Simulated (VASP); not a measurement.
A run of VASP 6.6.1 is set up as follows.

The input INCAR:

```
ALGO = Normal
EDIFF = 1E-6
ENCUT = 520
GGA = PS
ISIF = 2
ISMEAR = 0
LASPH = True
LCHARG = True
LELF = True
LREAL = False
LVHAR = True
LWAVE = False
NBANDS = 15
NELM = 100
PREC = Accurate
SIGMA = 0.15
```

The input KPOINTS:

```
k-points
0
Gamma
  18 18 12
```

The input POSCAR:

```
TiSi
1.0
    1.8434206700     -2.1493883600      0.0000000000
    1.8434206700      2.1493883600      0.0000000000
    0.0000000000      0.0000000000      3.9180520200
Ti Si
1 1
Direct
    0.5000000000      0.5000000000      0.0000000000
    0.0000000000      0.0000000000      0.5000000000
```

Potentials or basis: VASP PAW PBE potentials, release 64 (Ti_sv, Si).

Command:

```bash
$ cat potpaw_PBE.64/Ti_sv/POTCAR potpaw_PBE.64/Si/POTCAR > POTCAR
$ mpirun -np 1 vasp_std > vasp.out
```

Question: What does it give for the pressure?

Answer: -11.2 GPa.

Question: Estimate the band gap on the k mesh.

Answer: Zero (band 8 reaches 9.95 eV, above the bottom of band 9 at 8.53 eV).

Stress tensor (GPa, compression positive):
```
-10.83   0.00   0.00
  0.00  -9.87   0.00
  0.00   0.00 -12.87
```

Caveat: the cell differs from its parent crystal (strain +0.015 along x and y, +0.030 along z); the PAW data sets were made with another functional, which shifts forces and pressure a little.
